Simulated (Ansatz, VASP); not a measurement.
## CsCl: VASP beside Ansatz

Contents of INCAR:

```
ALGO = Normal ; EDIFF = 1E-8
ENCUT = 400 ; GGA = PS
GGA_COMPAT = F ; ISIF = 2
ISMEAR = -1 ; LASPH = T
LCHARG = F ; LEFG = T
LREAL = F ; LWAVE = F
NBANDS = 15 ; NELM = 120
PREC = Accurate ; SIGMA = 0.03
```

The input KPOINTS:

```
k-points
0
Gamma
  6 6 6
```

POSCAR

```
CsCl
1.0
    4.1366977750      0.0000000000      0.0000000000
    0.0000000000      4.1366977750      0.0000000000
    0.0000000000      0.0000000000      4.1366977750
Cs Cl
1 1
Direct
    0.0000000000      0.0000000000      0.0000000000
    0.5000000000      0.5000000000      0.5000000000
```

Input for Ansatz:

```yaml
crystal:
  lattice:
    - [4.136697775, 0.0, 0.0]
    - [0.0, 4.136697775, 0.0]
    - [0.0, 0.0, 4.136697775]
  atoms:
    - { symbol: Cs, position: [0.0, 0.0, 0.0] }
    - { symbol: Cl, position: [0.5, 0.5, 0.5] }
kpoints:
  mp_grid: { grid: [6, 6, 6] }
scf:
  occupations: { method: fermi_dirac, width: 0.03 }
hamiltonian:
  xc: pbesol
  pseudopotentials: { kind: all_electron, datasets: crystal }
output:
  forces: true
  stress: true
  eigenvalues: true
  efg: { contact_densities: true }
```

Change from the starting cell: volume scaled by 1.01, crystal datasets.

Alike in both runs: task electric field gradients; functional PBEsol; k mesh 6 × 6 × 6; occupations fermi-dirac, width 0.03 eV; no spin polarisation.

```csv
,VASP,Ansatz
version,VASP 6.6.1,Ansatz 0.2.0
potentials or method,"VASP PAW PBE potentials, release 64 (Cs_sv, Cl), cutoff 400 eV","all-electron PAW with datasets made for the crystal, scalar-relativistic"
```

VASP gave:

| Item | Value |
| --- | --- |
| gap on the k mesh at the Fermi level (eV) | 5.00 |
| pressure (GPa) | -0.8 |

Task: Estimate Ansatz's values.

Result: gap on the k mesh at the Fermi level (eV): 5.02; pressure (GPa): -0.8.

VASP's potentials were made for PBE, not for PBEsol. Ansatz ran all-electron here, and VASP with PAW potentials.

Neither program's run includes spin-orbit coupling.
